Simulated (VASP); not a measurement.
A run of VASP 6.6.1 is set up as follows.

The input POSCAR:

```
Al4SbP3
1.0
    4.0753914429      0.0000000000      0.0000000000
    0.0000000000      4.0753914429      0.0000000000
    0.0000000000      0.0000000000     11.5040729959
P Al Sb
3 4 1
Direct
    0.0000000000      0.0000000000      0.2350240480
    0.5000000000      0.5000000000      0.0000000000
    0.0000000000      0.0000000000      0.7649759520
    0.0000000000      0.5000000000      0.1173674920
    0.5000000000      0.0000000000      0.8826325080
    0.0000000000      0.5000000000      0.6470439371
    0.5000000000      0.0000000000      0.3529560629
    0.5000000000      0.5000000000      0.5000000000
```

The input INCAR.step1:

```
SYSTEM = Al4SbP3
  PREC = Accurate
  ENCUT = 520
  ISMEAR = 0
  SIGMA = 0.01
  LREAL = .False.
  LASPH = .True.
  NELM = 80
  NBANDS = 26
  GGA = PE
  ALGO = Normal
  EDIFF = 1E-4
  LWAVE = .True.
  LCHARG = .False.
```

File INCAR.step2:

```
SYSTEM = Al4SbP3
  PREC = Accurate
  ENCUT = 520
  EDIFF = 1E-6
  ISMEAR = 0
  SIGMA = 0.01
  LREAL = .False.
  LASPH = .True.
  NELM = 80
  ALGO = Normal
  ISIF = 2
  LWAVE = .False.
  LCHARG = .False.
  METAGGA = R2SCAN
  LMIXTAU = .True.
  NBANDS = 26
  ISTART = 1
```

KPOINTS

```
regular mesh
0
Gamma
  6 6 2
  0 0 0
```

Potentials or basis: VASP PAW PBE potentials, release 64 (P, Al, Sb).

The run is started by

```sh
$ cat potpaw_PBE.64/P/POTCAR potpaw_PBE.64/Al/POTCAR potpaw_PBE.64/Sb/POTCAR > POTCAR
$ cp INCAR.step1 INCAR
$ mpirun -np 1 vasp_std > vasp.out
$ cp INCAR.step2 INCAR
$ mpirun -np 1 vasp_std > vasp.out
```

Q: Predict the largest force.

A: 0.021 eV/Å.

Q: Estimate the pressure.

A: -4.2 GPa.

Q: What does it give for the band gap on the k mesh?

A: 1.10 eV, indirect (least direct gap 1.26 eV).

Forces on the atoms (eV/Å):
```
P    0.000  0.000 -0.016
P    0.000  0.000  0.000
P    0.000  0.000  0.016
Al   0.000  0.000 -0.006
Al   0.000  0.000  0.006
Al   0.000  0.000 -0.021
Al   0.000  0.000  0.021
Sb   0.000  0.000  0.000
```

Caveat: the PAW data sets were made with another functional, which shifts forces and pressure a little; spin-orbit coupling is left out, which moves the levels of the heavy elements. A k mesh can miss the band edges.
